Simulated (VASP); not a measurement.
Set up this calculation in VASP 6.6.1, as the native input.

```
Task                   : single point
Functional             : PBE
Potentials or basis    : VASP PAW PBE potentials, release 64 (Ga_d, N)
Cutoff                 : 520 eV
k mesh                 : 12 × 12 × 6
Occupations            : gaussian, width 0.02 eV
Spin                   : no spin polarisation
Dipole correction      : no
Further INCAR settings : ALGO = Normal; EDIFF = 1e-07; NBANDS = 26
```

The structure of GaN lies in POSCAR:

```
GaN
1.0
    3.3014438475      0.0000000000      0.0000000000
   -1.6507219238      2.8591342411      0.0000000000
    0.0000000000      0.0000000000      5.0533295400
Ga N
2 2
Direct
    0.3333333333      0.6666666667     -0.0290360046
    0.6666666667      0.3333333333      0.4709639954
    0.3333333333      0.6666666667      0.4040360046
    0.6666666667      0.3333333333      0.9040360046
```

This cell differs from its parent crystal: strained.

One way to write it, as run:

INCAR

```
PREC = Accurate ; ENCUT = 520
EDIFF = 1E-7 ; ISMEAR = 0
SIGMA = 0.02 ; LREAL = F
LASPH = T ; NELM = 100
ALGO = Normal ; ISIF = 2
LWAVE = F ; LCHARG = F
GGA = PE ; NBANDS = 26
```

KPOINTS

```
Automatic mesh
0
Gamma
  12 12 6
```

Potentials or basis: VASP PAW PBE potentials, release 64 (Ga_d, N).

The run is started by

```sh
$ cat potpaw_PBE.64/Ga_d/POTCAR potpaw_PBE.64/N/POTCAR > POTCAR
$ mpirun -np 1 vasp_std > vasp.out
```

It gave:

The pressure is -2.1 GPa, the largest force is 1.132 eV/Å and the band gap on the k mesh is 1.19 eV, direct.

Caveat: the cell differs from its parent crystal (strained); forces of over 1 eV/Å act on the atoms, so gaps and moduli don't describe the material at rest.

Run time: 50 s on 1 thread of Intel(R) Xeon(R) 6975P-C (Granite Rapids), on a shared host, peak memory 0.22 GiB.
